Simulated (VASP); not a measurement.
Crystal: Al3Cu.

```
Al Cu
1.0
     3.92415    0.00000    0.00000
     0.00000    3.92415    0.00000
     0.00000    0.00000    3.92415
Al Cu
3 1
Direct
  0.00000 0.50000 0.50000
  0.50000 0.00000 0.50000
  0.50000 0.50000 0.00000
  0.00000 0.00000 0.00000
```

Base run:

* Program: VASP 6.6.1
* Functional: r2SCAN
* Potentials or basis: VASP PAW PBE potentials, release 64 (Al, Cu)
* Cutoff: 520 eV
* k mesh: 10 × 10 × 10
* Occupations: gaussian, width 0.1 eV
* Spin: no spin polarisation

Its results: band gap on the k mesh zero (band 10 reaches 9.79 eV, above the bottom of band 11 at 6.26 eV); pressure -2.8 GPa.

Task: After a change of settings the same cell gave: band gap on the k mesh 0.52 eV; pressure -8.3 GPa. Which change was it?
A. k mesh from 10 × 10 × 10 to 2 × 2 × 2; further incar settings from ALGO = Normal; EDIFF = 1e-06; NBANDS = 18 to ALGO = Normal; EDIFF = 1e-07; NBANDS = 18
B. k mesh from 10 × 10 × 10 to 1 × 1 × 1
C. k mesh from 10 × 10 × 10 to 6 × 6 × 6
D. k mesh from 10 × 10 × 10 to 4 × 4 × 4

Result: B.

Caveats: some runs use coarse meshes; the PAW data sets were made with another functional, which shifts forces and pressure a little.
